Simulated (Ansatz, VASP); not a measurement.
# Ge: VASP beside Ansatz

The input INCAR:

```
SYSTEM = Ge
ALGO     = Normal         ! electronic algorithm
DIPOL    = 0.5 0.5 0.500
EDIFF    = 1E-6           ! SCF threshold, eV
ENCUT    = 520            ! plane-wave cutoff, eV
GGA      = PE             ! functional
IDIPOL   = 3            
ISIF     = 2              ! what is computed and relaxed
ISMEAR   = -1             ! smearing method
LASPH    = .TRUE.         ! aspherical terms in the spheres
LCHARG   = .FALSE.        ! write CHGCAR
LDIPOL   = .TRUE.       
LREAL    = .FALSE.        ! projectors in reciprocal space
LWAVE    = .FALSE.        ! write WAVECAR
NBANDS   = 36             ! bands
NELM     = 60             ! most SCF steps
PREC     = Accurate       ! precision mode
SIGMA    = 0.02           ! smearing width, eV
```

File KPOINTS:

```
k-points
0
G
  9 9 1
  0 0 0
```

The input POSCAR:

```
Ge
1.0
    4.0736070246      0.0000000000      0.0000000000
   -2.0368035123      3.5278471684      0.0000000000
    0.0000000000      0.0000000000     20.1576000000
Ge
4
Direct
    0.1666666665      0.3333333335      0.3968724510
    0.5000000005      0.9999999995      0.4381234709
    0.5000000005      0.9999999995      0.5618765296
    0.8333333335      0.6666666665      0.6031275490
```

Input for Ansatz:

```yaml
crystal:
  lattice:
    - [4.0736070246, 0.0, 0.0]
    - [-2.0368035123, 3.5278471684, 0.0]
    - [0.0, 0.0, 20.1576]
  atoms:
    - { symbol: Ge, position: [0.1666666665, 0.3333333335, 0.396872451] }
    - { symbol: Ge, position: [0.5000000005, 0.9999999995, 0.4381234709] }
    - { symbol: Ge, position: [0.5000000005, 0.9999999995, 0.5618765296] }
    - { symbol: Ge, position: [0.8333333335, 0.6666666665, 0.603127549] }
kpoints:
  mp_grid: { grid: [9, 9, 1] }
scf:
  occupations: { method: fermi_dirac, width: 0.02 }
hamiltonian:
  xc: pbe
  pseudopotentials: { kind: paw }
output:
  forces: true
  stress: true
  eigenvalues: true
  populations: true
efield:
  axis: 3
  amplitude: 0
  dipole_correction: true
```

Alike in both runs: task single point; functional PBE; k mesh 9 × 9 × 1; occupations fermi-dirac, width 0.02 eV; no spin polarisation.

```csv
,VASP,Ansatz
version,VASP 6.6.1,Ansatz 0.2.0
potentials or method,"VASP PAW PBE potentials, release 64 (Ge_d)","PAW with Ansatz's default frozen-core files, scalar-relativistic"
plane-wave cutoff (eV),520,420
valence electrons in the cell,56,56
```

Ansatz gave:

```
rms of the force components (eV/Å) : 0.330
```

Question: Estimate VASP's values.

Answer: rms of the force components (eV/Å): 0.329.

Atom by atom the forces differ by 0.002 eV/Å (rms over components).
